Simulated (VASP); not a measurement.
# Yb (Fm-3m) in VASP: a series of runs, part 3 of 3

VASP 6.6.1.

## 6. Single point, r2SCAN

POSCAR reads:

```
Yb
1.0
    0.0000000000      2.6096620394      2.6096620394
    2.6096620394      0.0000000000      2.6096620394
    2.6096620394      2.6096620394      0.0000000000
Yb
1
Direct
    0.0000000000      0.0000000000      0.0000000000
```

INCAR.step1 reads:

```
ALGO = Normal ; EDIFF = 1E-4
ENCUT = 520 ; GGA = PE
ISMEAR = -1 ; LASPH = T
LCHARG = F ; LREAL = F
LWAVE = T ; NBANDS = 18
NELM = 60 ; PREC = Accurate
SIGMA = 0.3
```

INCAR.step2 reads:

```
ALGO = Normal ; EDIFF = 1E-7
ENCUT = 520 ; ISIF = 2
ISMEAR = -1 ; ISTART = 1
LASPH = T ; LCHARG = F
LMIXTAU = T ; LREAL = F
LWAVE = F ; METAGGA = R2SCAN
NBANDS = 18 ; NELM = 60
PREC = Accurate ; SIGMA = 0.3
```

KPOINTS reads:

```
k-points
0
Gamma
  10 10 10
```

Potentials or basis: VASP PAW PBE potentials, release 64 (Yb).

Run with:

```
> cat potpaw_PBE.64/Yb/POTCAR > POTCAR
> cp INCAR.step1 INCAR
> mpirun -np 1 vasp_std > vasp.out
> cp INCAR.step2 INCAR
> mpirun -np 1 vasp_std > vasp.out
```

OUTCAR:

```text
EDIFF = 1E-7
   ENCUT = 520
   ISIF = 2
   ISMEAR = -1
   ISTART = 1
   LASPH = T
   LREAL = F
   METAGGA = R2SCAN
   NELM = 60
   PREC = Accurate

 ion  position               nearest neighbor table
   1  0.000  0.000  0.000-

  LATTYP: Found a face centered cubic cell.
 ALAT       =     5.2193240788

  Lattice vectors:

 A1 = (   0.0000000000,   2.6096620394,   2.6096620394)
 A2 = (   2.6096620394,   0.0000000000,   2.6096620394)
 A3 = (   2.6096620394,   2.6096620394,   0.0000000000)

Analysis of symmetry for initial positions (statically):
=====================================================================
 Subroutine PRICEL returns:
 Original cell was already a primitive cell.

 Routine SETGRP: Setting up the symmetry group for a
 face centered cubic supercell.

 Subroutine GETGRP returns: Found 48 space group operations
 (whereof 48 operations were pure point group operations)
 out of a pool of 48 trial point group operations.

The static configuration has the point symmetry O_h .

Analysis of symmetry for dynamics (positions and initial velocities):
=====================================================================
 Subroutine PRICEL returns:
 Original cell was already a primitive cell.

 Routine SETGRP: Setting up the symmetry group for a
 face centered cubic supercell.

 Subroutine GETGRP returns: Found 48 space group operations
 (whereof 48 operations were pure point group operations)
 out of a pool of 48 trial point group operations.

The dynamic configuration has the point symmetry O_h .

 Subroutine INISYM returns: Found 48 space group operations
 (whereof 48 operations are pure point group operations),
 and found     1 'primitive' translations

----------------------------------------------------------------------------------------

                                     Primitive cell

  volume of cell :      35.5454

  direct lattice vectors                    reciprocal lattice vectors
     0.000000000  2.609662039  2.609662039    -0.191595690  0.191595690  0.191595690
     2.609662039  0.000000000  2.609662039     0.191595690 -0.191595690  0.191595690
     2.609662039  2.609662039  0.000000000     0.191595690  0.191595690 -0.191595690

  length of vectors
     3.690619449  3.690619449  3.690619449     0.331853470  0.331853470  0.331853470

  position of ions in fractional coordinates (direct lattice)
     0.000000000  0.000000000  0.000000000

  ion indices of the primitive-cell ions
   primitive index   ion index
                 1           1

----------------------------------------------------------------------------------------

 KPOINTS: k-points

Automatic generation of k-mesh.
 Grid dimensions read from file:
 generate k-points for:   10   10   10

 Generating k-lattice:

  Cartesian coordinates                     Fractional coordinates (reciprocal lattice)
    -0.019159569  0.019159569  0.019159569     0.100000000  0.000000000  0.000000000
     0.019159569 -0.019159569  0.019159569     0.000000000  0.100000000  0.000000000
     0.019159569  0.019159569 -0.019159569     0.000000000  0.000000000  0.100000000

  Length of vectors
     0.033185347  0.033185347  0.033185347

  Shift w.r.t. Gamma in fractional coordinates (k-lattice)
     0.000000000  0.000000000  0.000000000

 Subroutine IBZKPT returns following result:
 ===========================================

 Found     47 irreducible k-points:

 Following reciprocal coordinates:
            Coordinates               Weight
  0.000000  0.000000  0.000000      1.000000
  0.100000  0.000000  0.000000      8.000000
  0.200000  0.000000  0.000000      8.000000
  0.300000  0.000000  0.000000      8.000000
  0.400000  0.000000  0.000000      8.000000
  0.500000  0.000000  0.000000      4.000000
[... 16 lines left out ...]
  0.300000  0.300000  0.000000      6.000000
  0.400000  0.300000  0.000000     24.000000
 [... further k-points ...]
   k-points           NKPTS =     47   k-points in BZ     NKDIM =     47   number of bands    NBANDS=     18
   number of dos      NEDOS =    301   number of ions     NIONS =      1
   total plane-waves  NPLWV =  21952
   dimension x,y,z NGX =    28 NGY =   28 NGZ =   28
   dimension x,y,z NGXF=    56 NGYF=   56 NGZF=   56
   ions per type =               1
   NGX,Y,Z   is equivalent  to a cutoff of  12.61, 12.61, 12.61 a.u.
   NGXF,Y,Z  is equivalent  to a cutoff of  25.23, 25.23, 25.23 a.u.
 SYSTEM =  unknown system
   PREC   = accura    normal or accurate (medium, high low for compatibility)
   ISTART =      1    job   : 0-new  1-cont  2-samecut
   ICHARG =      0    charge: 1-file 2-atom 10-const
   ISPIN  =      1    spin polarized calculation?
   LNONCOLLINEAR =      F non collinear calculations
   LSORBIT =      F    spin-orbit coupling
   LASPH  =      T    aspherical Exc in radial PAW
   ENCUT  =  520.0 eV  38.22 Ry    6.18 a.u.   6.86  6.86  6.86*2*pi/ulx,y,z
   NELM   =     60;   NELMIN=  2; NELMDL=  0     # of ELM steps
   EDIFF  = 0.1E-06   stopping-criterion for ELM
   LREAL  =      F    real-space projection
   EDIFFG = 0.1E-05   stopping-criterion for IOM
   NSW    =      0    number of steps for IOM
   IBRION =     -1    ionic relax: 0-MD 1-quasi-New 2-CG
   NFREE  =      0    steps in history (QN), initial steepest desc. (CG)
   ISIF   =      2    stress and relaxation
   ISYM   =      2    0-nonsym 1-usesym 2-fastsym
   POTIM  = 0.5000    time-step for ionic-motion
   TEBEG  =    0.0;   TEEND  =   0.0 temperature during run
   PSTRESS=    0.0 pullay stress
   NELECT =      24.0000    total number of electrons
   NUPDOWN=      -1.0000    fix difference up-down
   EMIN   =  10.00;   EMAX   =-10.00  energy-range for DOS
   EFERMI =   0.00;   METHOD = LEGACY
   ISMEAR =    -1;   SIGMA  =   0.30  broadening in eV -4-tet -1-fermi 0-gaus
   EFERMI_NEDOS =   21; number of points for ismear=-14 and -15
   IALGO  =     38    algorithm
   IMIX   =      4    mixing-type and parameters
     AMIX     =   0.40;   BMIX     =  1.00
     AMIX_MAG =   1.60;   BMIX_MAG =  1.00
  volume/ion in A,a.u.               =      35.55       239.87
  Fermi-wavevector in a.u.,A,eV,Ry     =   1.436209  2.714041 28.064687  2.062696
  Thomas-Fermi vector in A             =   2.555423
   LORBIT       =      0    0 simple, 1 ext, 2 COOP (PROOUT), +10 PAW based schemes
   METAGGA = R2SCAN    functional components
   LHFCALC =     F    Hartree Fock is set to
   AEXX    =    0.0000 exact exchange contribution
   IVDW    =     0    specifies the selected vdW correction
   LEPSILON=     F    determine dielectric tensor
   LRPA    =     F    only Hartree local field effects (RPA)
 non-spin polarized calculation
  energy-cutoff  :      520.00
  volume of cell :       35.55
 maximum number of plane-waves:       982
   NGX = 13   NGY = 13   NGZ = 13

 number of electron      24.0000014 magnetization

 Free energy of the ion-electron system (eV)
  ---------------------------------------------------
  ext. energy  EPLUGINS =         0.00000000
  ---------------------------------------------------
  free energy    TOTEN  =       -35.94349141 eV

  energy without entropy =      -35.14468285  energy(sigma->0) =      -35.54408713

 E-fermi :   1.5691     XC(G=0): -10.2417

 val. band max:        1.5646881163   @ k =  -0.4000   0.3000   0.1000
 cond. band min:       1.6440218479   @ k =   0.5000   0.5000   0.0000
 fundamental gap:      0.0793337316
 Fermi energy:         1.5690983935

 k-point     1 :       0.0000    0.0000    0.0000
  band No.  band energies     occupation
      1     -52.2483      2.00000
      2     -23.7063      2.00000
      3     -23.7061      2.00000
      4     -23.7061      2.00000
      5      -3.8734      2.00000
      6       0.3530      1.96587
[... 10 lines left out ...]
     17       6.8220      0.00000
     18      11.4806      0.00000

 k-point     2 :       0.1000    0.0000    0.0000
  band No.  band energies     occupation
      1     -52.2466      2.00000
      2     -23.7402      2.00000
      3     -23.7107      2.00000
      4     -23.7106      2.00000
      5      -3.6320      2.00000
      6       0.3570      1.96542
[... 10 lines left out ...]
     17       6.6789      0.00000
     18      12.0554      0.00000
[... 442 lines left out ...]
 k-point    24 :       0.4000    0.3000    0.0000
  band No.  band energies     occupation
      1     -52.2291      2.00000
      2     -23.9686      2.00000
      3     -23.8121      2.00000
      4     -23.8014      2.00000
      5      -0.5733      1.99842
      6       0.4121      1.95859
[... 10 lines left out ...]
     17       8.2566      0.00000
     18      10.8717      0.00000

 [... further k-points ...]
[... 5 lines left out ...]
  --------------------------------------------------------------------------------------
  -------------------------------------------------------------------------------------
  Total        0.0209549      0.0209549      0.0209549     -0.0000000     -0.0000000      0.0000000
  in kB        0.9445226      0.9445226      0.9445226     -0.0000000     -0.0000000      0.0000000
  external PRESSURE =       0.9445226 kB  Pullay stress =       0.0000000 kB

 VOLUME and BASIS-vectors are now :
 -----------------------------------------------------------------------------
  energy-cutoff  :      520.00
  volume of cell :       35.55
      direct lattice vectors                 reciprocal lattice vectors
     0.000000000  2.609662039  2.609662039    -0.191595690  0.191595690  0.191595690
     2.609662039  0.000000000  2.609662039     0.191595690 -0.191595690  0.191595690
     2.609662039  2.609662039  0.000000000     0.191595690  0.191595690 -0.191595690

 POSITION                                       TOTAL-FORCE (eV/Angst)
 -----------------------------------------------------------------------------------
      0.00000      0.00000      0.00000        -0.000000     -0.000000     -0.000000
 -----------------------------------------------------------------------------------
    total drift:                               -0.000000     -0.000000     -0.000000

  FREE ENERGIE OF THE ION-ELECTRON SYSTEM (eV)
  ---------------------------------------------------
  free  energy   TOTEN  =       -35.9434914065 eV

  energy  without entropy=      -35.1446828497  energy(sigma->0) =      -35.54408713
```

OSZICAR.step1:

```text
N       E                     dE             d eps       ncg     rms          rms(c)
DAV:   1     0.114717210955E+03    0.11472E+03   -0.87042E+03  2152   0.893E+03
DAV:   2     0.113654876816E+02   -0.10335E+03   -0.10005E+03  2126   0.546E+02
DAV:   3    -0.178421164451E+01   -0.13150E+02   -0.12935E+02  2536   0.116E+02
DAV:   4    -0.386377938983E+01   -0.20796E+01   -0.20677E+01  3300   0.342E+01
DAV:   5    -0.398748545994E+01   -0.12371E+00   -0.12351E+00  2968   0.102E+01    0.188E+01
DAV:   6    -0.401938617806E+01   -0.31901E-01   -0.16361E-01  2744   0.128E+01    0.146E+01
DAV:   7    -0.472525734851E+01   -0.70587E+00   -0.29297E+00  1974   0.710E+01    0.834E+00
DAV:   8    -0.405905389419E+01    0.66620E+00   -0.87562E-01  2006   0.310E+01    0.595E+00
DAV:   9    -0.398699552422E+01    0.72058E-01   -0.13409E-01  2920   0.108E+01    0.211E+00
DAV:  10    -0.399063053543E+01   -0.36350E-02   -0.10375E-02  2810   0.942E-01    0.237E+00
DAV:  11    -0.397946597942E+01    0.11165E-01   -0.13583E-02  2342   0.437E+00    0.906E-01
DAV:  12    -0.397930934583E+01    0.15663E-03   -0.38042E-03  3040   0.202E+00    0.106E+00
DAV:  13    -0.397906080306E+01    0.24854E-03   -0.59709E-04  2564   0.682E-01    0.800E-01
DAV:  14    -0.397904528552E+01    0.15518E-04   -0.95253E-05  1158   0.391E-01
   1 F= -.39790453E+01 E0= -.35778569E+01  d E =-.802377E+00
```

Wall time 77 s (1 thread of Intel Xeon 6975P-C (Granite Rapids), shared host); peak memory 0.19 GiB.

What came out:

| Property | Result |
| --- | --- |
| Free energy | -35.9435 eV |
| Pressure | 0.1 GPa |
| Band gap on the k mesh | zero (band 12 reaches 1.39 eV, above the bottom of band 13 at 1.36 eV) |

Caveat: the PAW data sets were made with another functional, which shifts forces and pressure a little; spin-orbit coupling is left out, which moves the levels of the heavy elements. Spin polarisation is off, so any magnetic state and its effect on volume and gap are missing.

## 7. Overview

```tsv
smearing	gap on the mesh (eV)	pressure (GPa)
fermi-dirac 0.1 eV	-	-0.3
fermi-dirac 0.03 eV	0.02	-0.5
fermi-dirac 0.2 eV	none	0.2
fermi-dirac 0.3 eV	none	0.1
```

Alike in all rows: task single point; level r2SCAN; potentials or basis VASP PAW PBE potentials, release 64 (Yb); no spin polarisation; cell as given; k mesh 10 × 10 × 10; cutoff (eV) 520.

On the cell as given the gap runs from zero (r2SCAN) to 0.02 eV (r2SCAN).

Caveats: the PAW data sets were made with another functional, which shifts forces and pressure a little; spin-orbit coupling is left out, which moves the levels of the heavy elements.

Total energies depend on the potentials used, so only differences within one code and one set of settings carry meaning.
